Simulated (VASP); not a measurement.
# Be2C in VASP: notebook

Be2C is run at these levels: PBEsol; tasks: single point.

Program: VASP 6.6.1. These are calculated values, not measurements. Logs are shortened: lines on timing, memory, paths and dates and some standing lists are left out, and cuts for length are marked.

## 1. The cell of the first run

Symmetry: I4/mmm, No. 139, tetragonal system. Conventional cell: a = 3.048 Å, b = 3.048 Å, c = 4.289 Å, α = 90.00°, β = 90.00°, γ = 90.00°. Be (site symmetry -4m2) has 4 C at 1.86 Å and 6 Be at 2.14 to 2.16 Å within 2.5 Å. C (site symmetry 4/mmm) has 8 Be at 1.86 Å within 2.5 Å.

## 2. Single point, PBEsol (z stretched by -0.5 %, x and y held)

Input file INCAR:

```
  PREC = Accurate
  ENCUT = 600
  EDIFF = 1E-6
  ISMEAR = 0
  SIGMA = 0.01
  LREAL = F
  LASPH = T
  NELM = 120
  ALGO = Normal
  ISIF = 2
  LWAVE = F
  LCHARG = F
  GGA = PS
  NBANDS = 11
  GGA_COMPAT = F
```

Input file KPOINTS:

```
Automatic mesh
0
Gamma
  8 8 8
```

Input file POSCAR:

```
Be2C
1.0
    0.0000000000      2.1553768814      2.1445999970
    2.1553768814      0.0000000000      2.1445999970
    2.1553768814      2.1553768814      0.0000000000
Be C
2 1
Direct
    0.2500000000      0.2500000000      0.2500000000
    0.7500000000      0.7500000000      0.7500000000
    0.0000000000      0.0000000000      0.0000000000
```

Potentials or basis: VASP PAW PBE potentials, release 64 (Be, C).

The run is started by

```bash
cat potpaw_PBE.64/Be/POTCAR potpaw_PBE.64/C/POTCAR > POTCAR
mpirun -np 1 vasp_std > vasp.out
```

OUTCAR:

```text
PREC = Accurate
   ENCUT = 600
   EDIFF = 1E-6
   ISMEAR = 0
   LREAL = F
   LASPH = T
   NELM = 120
   ISIF = 2
   GGA = PS

 ion  position               nearest neighbor table
   1  0.250  0.250  0.250-   3 1.86   3 1.86   3 1.86   3 1.86   2 2.14   2 2.14   2 2.16   2 2.16
                             2 2.16   2 2.16
   2  0.750  0.750  0.750-   3 1.86   3 1.86   3 1.86   3 1.86   1 2.14   1 2.14   1 2.16   1 2.16
                             1 2.16   1 2.16
   3  0.000  0.000  0.000-   2 1.86   2 1.86   2 1.86   1 1.86   1 1.86   1 1.86   2 1.86   1 1.86

  LATTYP: Found a body centered tetragonal cell.
 ALAT       =     3.0481632177
 C/A-ratio  =     1.4071424946

  Lattice vectors:

 A1 = (   0.0000000000,  -2.1553768814,  -2.1445999970)
 A2 = (   0.0000000000,   2.1553768814,  -2.1445999970)
 A3 = (   2.1553768814,   0.0000000000,   2.1445999970)

Analysis of symmetry for initial positions (statically):
=====================================================================
 Subroutine PRICEL returns:
 Original cell was already a primitive cell.

 Routine SETGRP: Setting up the symmetry group for a
 body centered tetragonal supercell.

 Subroutine GETGRP returns: Found 16 space group operations
 (whereof 16 operations were pure point group operations)
 out of a pool of 16 trial point group operations.

The static configuration has the point symmetry D_4h.

Analysis of symmetry for dynamics (positions and initial velocities):
=====================================================================
 Subroutine PRICEL returns:
 Original cell was already a primitive cell.

 Routine SETGRP: Setting up the symmetry group for a
 body centered tetragonal supercell.

 Subroutine GETGRP returns: Found 16 space group operations
 (whereof 16 operations were pure point group operations)
 out of a pool of 16 trial point group operations.

The dynamic configuration has the point symmetry D_4h.

 Subroutine INISYM returns: Found 16 space group operations
 (whereof 16 operations are pure point group operations),
 and found     1 'primitive' translations

----------------------------------------------------------------------------------------

                                     Primitive cell

  volume of cell :      19.9261

  direct lattice vectors                    reciprocal lattice vectors
     0.000000000  2.155376881  2.144599997    -0.231977992  0.231977992  0.233143710
     2.155376881  0.000000000  2.144599997     0.231977992 -0.231977992  0.233143710
     2.155376881  2.155376881  0.000000000     0.231977992  0.231977992 -0.233143710

  length of vectors
     3.040552359  3.040552359  3.048163218     0.402471821  0.402471821  0.402471821

  position of ions in fractional coordinates (direct lattice)
     0.250000000  0.250000000  0.250000000
     0.750000000  0.750000000  0.750000000
     0.000000000  0.000000000  0.000000000

  ion indices of the primitive-cell ions
   primitive index   ion index
                 1           1
                 2           2
                 3           3

----------------------------------------------------------------------------------------

 KPOINTS: Automatic mesh

Automatic generation of k-mesh.
 Grid dimensions read from file:
 generate k-points for:    8    8    8

 Generating k-lattice:

  Cartesian coordinates                     Fractional coordinates (reciprocal lattice)
    -0.028997249  0.028997249  0.029142964     0.125000000  0.000000000  0.000000000
     0.028997249 -0.028997249  0.029142964     0.000000000  0.125000000  0.000000000
     0.028997249  0.028997249 -0.029142964     0.000000000  0.000000000  0.125000000

  Length of vectors
     0.050308978  0.050308978  0.050308978

  Shift w.r.t. Gamma in fractional coordinates (k-lattice)
     0.000000000  0.000000000  0.000000000

 Subroutine IBZKPT returns following result:
 ===========================================

 Found     59 irreducible k-points:

 Following reciprocal coordinates:
            Coordinates               Weight
  0.000000  0.000000  0.000000      1.000000
  0.125000 -0.000000  0.000000      8.000000
  0.250000 -0.000000  0.000000      8.000000
  0.375000 -0.000000  0.000000      8.000000
  0.500000 -0.000000  0.000000      4.000000
  0.125000  0.125000  0.000000      2.000000
[... 16 lines left out ...]
  0.250000 -0.000000  0.125000     16.000000
  0.375000 -0.000000  0.125000     16.000000
 [... further k-points ...]
   k-points           NKPTS =     59   k-points in BZ     NKDIM =     59   number of bands    NBANDS=     11
   number of dos      NEDOS =    301   number of ions     NIONS =      3
   total plane-waves  NPLWV =  13824
   dimension x,y,z NGX =    24 NGY =   24 NGZ =   24
   dimension x,y,z NGXF=    48 NGYF=   48 NGZF=   48
   ions per type =               2   1
   NGX,Y,Z   is equivalent  to a cutoff of  13.12, 13.12, 13.09 a.u.
   NGXF,Y,Z  is equivalent  to a cutoff of  26.24, 26.24, 26.18 a.u.
 SYSTEM =  unknown system
   PREC   = accura    normal or accurate (medium, high low for compatibility)
   ISTART =      0    job   : 0-new  1-cont  2-samecut
   ICHARG =      2    charge: 1-file 2-atom 10-const
   ISPIN  =      1    spin polarized calculation?
   LNONCOLLINEAR =      F non collinear calculations
   LSORBIT =      F    spin-orbit coupling
   LASPH  =      T    aspherical Exc in radial PAW
   ENCUT  =  600.0 eV  44.10 Ry    6.64 a.u.   6.07  6.07  6.09*2*pi/ulx,y,z
   NELM   =    120;   NELMIN=  2; NELMDL= -5     # of ELM steps
   EDIFF  = 0.1E-05   stopping-criterion for ELM
   LREAL  =      F    real-space projection
   EDIFFG = 0.1E-04   stopping-criterion for IOM
   NSW    =      0    number of steps for IOM
   IBRION =     -1    ionic relax: 0-MD 1-quasi-New 2-CG
   NFREE  =      0    steps in history (QN), initial steepest desc. (CG)
   ISIF   =      2    stress and relaxation
   ISYM   =      2    0-nonsym 1-usesym 2-fastsym
   POTIM  = 0.5000    time-step for ionic-motion
   TEBEG  =    0.0;   TEEND  =   0.0 temperature during run
   PSTRESS=    0.0 pullay stress
   NELECT =       8.0000    total number of electrons
   NUPDOWN=      -1.0000    fix difference up-down
   EMIN   =  10.00;   EMAX   =-10.00  energy-range for DOS
   EFERMI =   0.00;   METHOD = LEGACY
   ISMEAR =     0;   SIGMA  =   0.01  broadening in eV -4-tet -1-fermi 0-gaus
   EFERMI_NEDOS =   21; number of points for ismear=-14 and -15
   IALGO  =     38    algorithm
   IMIX   =      4    mixing-type and parameters
     AMIX     =   0.40;   BMIX     =  1.00
     AMIX_MAG =   1.60;   BMIX_MAG =  1.00
  volume/ion in A,a.u.               =       6.64        44.82
  Fermi-wavevector in a.u.,A,eV,Ry     =   1.207713  2.282248 19.845075  1.458572
  Thomas-Fermi vector in A             =   2.343343
   LORBIT       =      0    0 simple, 1 ext, 2 COOP (PROOUT), +10 PAW based schemes
   GGA     = PS    functional components
   LHFCALC =     F    Hartree Fock is set to
   AEXX    =    0.0000 exact exchange contribution
   IVDW    =     0    specifies the selected vdW correction
   LEPSILON=     F    determine dielectric tensor
   LRPA    =     F    only Hartree local field effects (RPA)
 non-spin polarized calculation
 Gauss-broadening in eV      SIGMA  =   0.01
  energy-cutoff  :      600.00
  volume of cell :       19.93
 maximum number of plane-waves:       684
   NGX = 13   NGY = 13   NGZ = 13

 number of electron       8.0000000 magnetization

 Free energy of the ion-electron system (eV)
  ---------------------------------------------------
  ext. energy  EPLUGINS =         0.00000000
  ---------------------------------------------------
  free energy    TOTEN  =       -18.41102493 eV

  energy without entropy =      -18.41102493  energy(sigma->0) =      -18.41102493

 E-fermi :   8.0059     XC(G=0): -11.5830

 val. band max:        7.8957383094   @ k =   0.0000   0.0000   0.0000
 cond. band min:       8.8886475365   @ k =   0.5000   0.5000   0.0000
 fundamental gap:      0.9929092271
 Fermi energy:         8.0059299793

 k-point     1 :       0.0000    0.0000    0.0000
  band No.  band energies     occupation
      1      -7.2980      2.00000
      2       7.8534      2.00000
      3       7.8534      2.00000
      4       7.8957      2.00000
      5      11.9362      0.00000
      6      12.0097      0.00000
      7      12.0097      0.00000
      8      14.7707      0.00000
      9      21.0223      0.00000
     10      21.0223      0.00000
     11      21.2249      0.00000

 k-point     2 :       0.1250   -0.0000    0.0000
  band No.  band energies     occupation
      1      -7.0461      2.00000
      2       5.9531      2.00000
      3       7.3952      2.00000
      4       7.4281      2.00000
      5      12.6202      0.00000
      6      12.6612      0.00000
      7      13.1399      0.00000
      8      15.3302      0.00000
      9      19.6463      0.00000
     10      19.7445      0.00000
     11      21.7300      0.00000

 k-point     3 :       0.2500   -0.0000    0.0000
  band No.  band energies     occupation
      1      -6.3065      2.00000
      2       2.9592      2.00000
      3       6.6518      2.00000
      4       6.6970      2.00000
      5      13.3486      0.00000
      6      13.3592      0.00000
      7      14.1688      0.00000
      8      16.5375      0.00000
      9      19.2003      0.00000
     10      19.2091      0.00000
     11      23.3271      0.00000
[... 267 lines left out ...]
 k-point    23 :       0.2500   -0.0000    0.1250
  band No.  band energies     occupation
      1      -6.3909      2.00000
      2       3.9921      2.00000
      3       5.6816      2.00000
      4       6.5321      2.00000
      5      12.8267      0.00000
      6      14.1761      0.00000
      7      14.7121      0.00000
      8      14.9807      0.00000
      9      18.8653      0.00000
     10      21.7304      0.00000
     11      23.3491      0.00000

 k-point    24 :       0.3750   -0.0000    0.1250
  band No.  band energies     occupation
      1      -5.3868      2.00000
      2       1.2880      2.00000
      3       5.2624      2.00000
      4       5.7959      2.00000
      5      12.6285      0.00000
      6      14.6943      0.00000
      7      15.3784      0.00000
      8      16.1685      0.00000
      9      19.8790      0.00000
     10      22.4284      0.00000
     11      24.6922      0.00000

 [... further k-points ...]
[... 5 lines left out ...]
  --------------------------------------------------------------------------------------
  -------------------------------------------------------------------------------------
  Total        0.0827232      0.0827232      0.4345907      0.0000000     -0.0000000      0.0000000
  in kB        6.6514297      6.6514297     34.9436537      0.0000000     -0.0000000      0.0000000
  external PRESSURE =      16.0821710 kB  Pullay stress =       0.0000000 kB

 VOLUME and BASIS-vectors are now :
 -----------------------------------------------------------------------------
  energy-cutoff  :      600.00
  volume of cell :       19.93
      direct lattice vectors                 reciprocal lattice vectors
     0.000000000  2.155376881  2.144599997    -0.231977992  0.231977992  0.233143710
     2.155376881  0.000000000  2.144599997     0.231977992 -0.231977992  0.233143710
     2.155376881  2.155376881  0.000000000     0.231977992  0.231977992 -0.233143710

 POSITION                                       TOTAL-FORCE (eV/Angst)
 -----------------------------------------------------------------------------------
      1.07769      1.07769      1.07230         0.000000      0.000000      0.000000
      3.23307      3.23307      3.21690        -0.000000     -0.000000     -0.000000
      0.00000      0.00000      0.00000         0.000000     -0.000000      0.000000
 -----------------------------------------------------------------------------------
    total drift:                               -0.000000     -0.000000     -0.000000

  FREE ENERGIE OF THE ION-ELECTRON SYSTEM (eV)
  ---------------------------------------------------
  free  energy   TOTEN  =       -18.4110249253 eV

  energy  without entropy=      -18.4110249253  energy(sigma->0) =      -18.41102493
```

Run time: 25 s. Hardware: 1 thread of AMD EPYC 7R13, shared host; peak memory 0.11 GiB.

Results:

```
Free energy            : -18.4110 eV
Pressure               : 1.6 GPa
Band gap on the k mesh : 0.99 eV, indirect (least direct gap 4.04 eV)
```

Caveat: the cell differs from its parent crystal (z stretched by -0.5 %, x and y held); the PAW data sets were made with another functional, which shifts forces and pressure a little.

## 3. Single point, PBEsol (z stretched by +0.5 %, x and y held)

Input file INCAR:

```
ALGO     = Normal         # electronic algorithm
EDIFF    = 1E-6           # SCF threshold, eV
ENCUT    = 600            # plane-wave cutoff, eV
GGA      = PS             # functional
GGA_COMPAT= F            
ISIF     = 2              # what is computed and relaxed
ISMEAR   = 0              # smearing method
LASPH    = T              # aspherical terms in the spheres
LCHARG   = T              # write CHGCAR
LELF     = T              # ELF
LREAL    = F              # projectors in reciprocal space
LVHAR    = T            
LWAVE    = F              # write WAVECAR
NBANDS   = 11             # bands
NELM     = 120            # most SCF steps
PREC     = Accurate       # precision mode
SIGMA    = 0.01           # smearing width, eV
```

Input file KPOINTS:

```
k-points
0
Gamma
  8 8 8
```

Input file POSCAR:

```
Be2C
1.0
    0.0000000000      2.1553768814      2.1661537659
    2.1553768814      0.0000000000      2.1661537659
    2.1553768814      2.1553768814      0.0000000000
Be C
2 1
Direct
    0.2500000000      0.2500000000      0.2500000000
    0.7500000000      0.7500000000      0.7500000000
    0.0000000000      0.0000000000      0.0000000000
```

Potentials or basis: VASP PAW PBE potentials, release 64 (Be, C).

The run is started by

```bash
cat potpaw_PBE.64/Be/POTCAR potpaw_PBE.64/C/POTCAR > POTCAR
mpirun -np 1 vasp_std > vasp.out
```

It took 28 s on 1 thread of AMD EPYC 7R13, shared host; peak memory 0.11 GiB.

The run converged. Its results:

* Free energy: -18.4119 eV
* Pressure: -0.5 GPa
* Band gap on the k mesh: 1.03 eV, indirect (least direct gap 4.06 eV)

Stress tensor (GPa, compression positive):
```
 0.46  0.00  0.00
 0.00  0.46  0.00
 0.00  0.00 -2.32
```

Levels at points of the mesh, in eV from the valence-band top:
```tsv
k point	band 1	band 2	band 3	band 4	band 5	band 6	band 7	band 8	band 9
(0.00, 0.00, 0.00)	-15.11	-0.04	0.00	0.00	4.06	4.06	4.13	6.78	13.00
(0.50, 0.00, 0.00)	-12.20	-8.83	-1.90	-1.83	4.91	4.98	7.09	9.73	14.49
(0.50, 0.50, 0.00)	-11.48	-6.87	-4.77	-4.77	1.09	5.82	13.26	13.26	15.32
(0.50, 0.00, 0.50)	-11.44	-6.81	-4.83	-4.81	1.03	5.73	13.20	13.36	15.41
```

Caveat: the cell differs from its parent crystal (z stretched by +0.5 %, x and y held); the PAW data sets were made with another functional, which shifts forces and pressure a little.

## 4. Single point, PBEsol (equal xy, yz and zx engineering shears of -0.5 %)

Input file INCAR:

```
ALGO = Normal
EDIFF = 1E-6
ENCUT = 600
GGA = PS
GGA_COMPAT = F
ISIF = 2
ISMEAR = 0
LASPH = T
LCHARG = F
LREAL = F
LWAVE = F
NBANDS = 11
NELM = 120
PREC = Accurate
SIGMA = 0.01
```

KPOINTS is that of step 3.

Input file POSCAR:

```
Be2C
1.0
   -0.0107768844      2.1499884392      2.1499884392
    2.1499884392     -0.0107768844      2.1499884392
    2.1499884392      2.1499884392     -0.0107768844
Be C
2 1
Direct
    0.2499035367      0.2499035367      0.2499035367
    0.7500964633      0.7500964633      0.7500964633
    0.0000000000      0.0000000000      0.0000000000
```

The run is started by

```bash
cat potpaw_PBE.64/Be/POTCAR potpaw_PBE.64/C/POTCAR > POTCAR
mpirun -np 1 vasp_std > vasp.out
```

It took 30 s on 1 thread of AMD EPYC 7R13, shared host; peak memory 0.11 GiB.

Results (log left out):

* Free energy: -18.4114 eV
* Pressure: 0.6 GPa
* Band gap on the k mesh: 1.05 eV, indirect (least direct gap 4.04 eV)

Stress tensor (GPa, compression positive):
```
0.58 1.08 1.08
1.08 0.58 1.08
1.08 1.08 0.58
```

Levels at points of the mesh, in eV from the valence-band top:
```csv
k point,band 1,band 2,band 3,band 4,band 5,band 6,band 7,band 8
"(0.00, 0.00, 0.00)",-15.15,-0.03,-0.03,0.00,4.04,4.04,4.19,6.84
"(0.50, 0.00, 0.00)",-12.24,-8.88,-1.87,-1.86,4.93,5.01,7.17,9.77
"(0.50, 0.50, 0.00)",-11.49,-6.85,-4.87,-4.79,1.05,5.79,13.31,13.33
"(0.50, 0.50, 0.50)",-12.19,-8.85,-1.93,-1.93,4.89,4.89,7.05,9.73
```

Caveat: the cell differs from its parent crystal (equal xy, yz and zx engineering shears of -0.5 %); the PAW data sets were made with another functional, which shifts forces and pressure a little. A k mesh can miss the band edges.

## 5. Single point, PBEsol (equal xy, yz and zx engineering shears of +0.5 %)

Input file INCAR:

```
  PREC = Accurate
  ENCUT = 600
  EDIFF = 1E-6
  ISMEAR = 0
  SIGMA = 0.01
  LREAL = F
  LASPH = T
  NELM = 120
  ALGO = Normal
  ISIF = 2
  LWAVE = F
  LCHARG = T
  GGA = PS
  LELF = T
  LVHAR = T
  NBANDS = 11
  GGA_COMPAT = F
```

Input file KPOINTS:

```
regular mesh
0
Gamma
  8 8 8
```

Input file POSCAR:

```
Be2C
1.0
    0.0107768844      2.1607653237      2.1607653237
    2.1607653237      0.0107768844      2.1607653237
    2.1607653237      2.1607653237      0.0107768844
Be C
2 1
Direct
    0.2501205997      0.2501205997      0.2501205997
    0.7498794003      0.7498794003      0.7498794003
    0.0000000000      0.0000000000      0.0000000000
```

The run is started by

```bash
cat potpaw_PBE.64/Be/POTCAR potpaw_PBE.64/C/POTCAR > POTCAR
mpirun -np 1 vasp_std > vasp.out
```

Wall time 28 s (1 thread of AMD EPYC 7R13, shared host); peak memory 0.11 GiB.

Results (log left out):

- Free energy: -18.4114 eV
- Pressure: 0.6 GPa
- Band gap on the k mesh: 1.05 eV, indirect (least direct gap 3.99 eV)

Stress tensor (GPa, compression positive):
```
 0.58 -1.05 -1.05
-1.05  0.58 -1.05
-1.05 -1.05  0.58
```

Levels at points of the mesh, in eV from the valence-band top:
```
           k point  band 2  band 3  band 4  band 5  band 6  band 7
(0.00, 0.00, 0.00)   -0.03    0.00    0.00    3.99    4.15    4.15
(0.50, 0.00, 0.00)   -8.85   -1.89   -1.88    4.90    4.98    7.12
(0.50, 0.50, 0.00)   -6.84   -4.86   -4.78    1.05    5.80   13.32
(0.50, 0.50, 0.50)   -8.88   -1.82   -1.82    5.02    5.02    7.23
```

Caveat: the cell differs from its parent crystal (equal xy, yz and zx engineering shears of +0.5 %); the PAW data sets were made with another functional, which shifts forces and pressure a little.

## 6. Summary

| cell | gap on the mesh (eV) | pressure (GPa) |
| --- | --- | --- |
| a = 3.041, b = 3.041, c = 3.048 Å, angles 59.9, 59.9, 60.2°, 3 atoms | 0.99 | 1.6 |
| a = 3.056, b = 3.056, c = 3.048 Å, angles 60.1, 60.1, 59.8°, 3 atoms | 1.03 | -0.5 |
| a = 3.041 Å, angles 60.3°, 3 atoms | 1.05 | 0.6 |
| a = 3.056 Å, angles 59.7°, 3 atoms | 1.05 | 0.6 |

Alike in all rows: task single point; level PBEsol; potentials or basis VASP PAW PBE potentials, release 64 (Be, C); no spin polarisation; k mesh 8 × 8 × 8; cutoff (eV) 600; smearing gaussian 0.01 eV.

Caveats: the PAW data sets were made with another functional, which shifts forces and pressure a little.

Total energies depend on the potentials used, so only differences within one code and one set of settings carry meaning.
